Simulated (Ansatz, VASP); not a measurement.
## W in VASP and in Ansatz

```
W
1.0
    -1.59188    1.59188    1.59188
     1.59188   -1.59188    1.59188
     1.59188    1.59188   -1.59188
W
1
Cartesian
  0.0000 0.0000 0.0000
```

Alike in both runs: functional PBE; k mesh 24 × 24 × 24; occupations gaussian, width 0.1 eV; no spin polarisation.

Ansatz relaxed the structure, and its values are those at the end. VASP's run is a single point on that final structure, the one shown.

|  | VASP | Ansatz |
| --- | --- | --- |
| version | VASP 6.6.1 | Ansatz 0.2.0 |
| potentials or method | VASP PAW PBE potentials, release 64 (W_sv), cutoff 520 eV | scalar-relativistic, plane waves, PAW |
| valence electrons in the cell | 14 | 14 |

|  | VASP | Ansatz | Ansatz less VASP |
| --- | --- | --- | --- |
| gap on the k mesh at the Fermi level (eV) | none | none | - |
| pressure (GPa) | 0.5 | 0.0 | -0.50 |

A gap of «none» marks a metal or a gap that the smearing closes.

Spin-orbit coupling is off throughout.
